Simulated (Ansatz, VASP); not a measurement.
# Two plane-wave programs on SnO2

```
Sn O
1.0
     1.61677    0.93344    4.91826
    -1.61677    0.93344    4.91826
     0.00000   -1.86688    4.91826
Sn O
1 2
Direct
  0.50656 0.49344 0.50000
  0.21054 0.25922 0.23488
  0.74078 0.78946 0.76512
```

Change from the starting cell: mode 4 frozen in at -0.079 Å and mode 5 at +0.000 Å (largest displacements).

Alike in both runs: task single point; functional PBE; k mesh 12 × 12 × 12; occupations gaussian, width 0.05 eV; no spin polarisation.

```csv
,VASP,Ansatz
version,VASP 6.6.1,Ansatz 0.2.0
potentials or method,"VASP PAW PBE potentials, release 64 (Sn_d, O), cutoff 520 eV","scalar-relativistic, plane waves, PAW"
valence electrons in the cell,26,26
```

VASP gave:

| Quantity | Value |
| --- | --- |
| gap on the k mesh at the Fermi level (eV) | 2.00 |
| least direct gap on the mesh (eV) | 2.17 |
| pressure (GPa) | 1.6 |
| traceless stress, the component that is largest in VASP (GPa) | 0.99 |
| rms of the force components (eV/Å) | 0.587 |

Which values does Ansatz return?

gap on the k mesh at the Fermi level (eV): 2.02; least direct gap on the mesh (eV): 2.18; pressure (GPa): 1.0; traceless stress, the component that is largest in VASP (GPa): 0.97; rms of the force components (eV/Å): 0.567.

Atom by atom the forces differ by 0.032 eV/Å (rms over components).
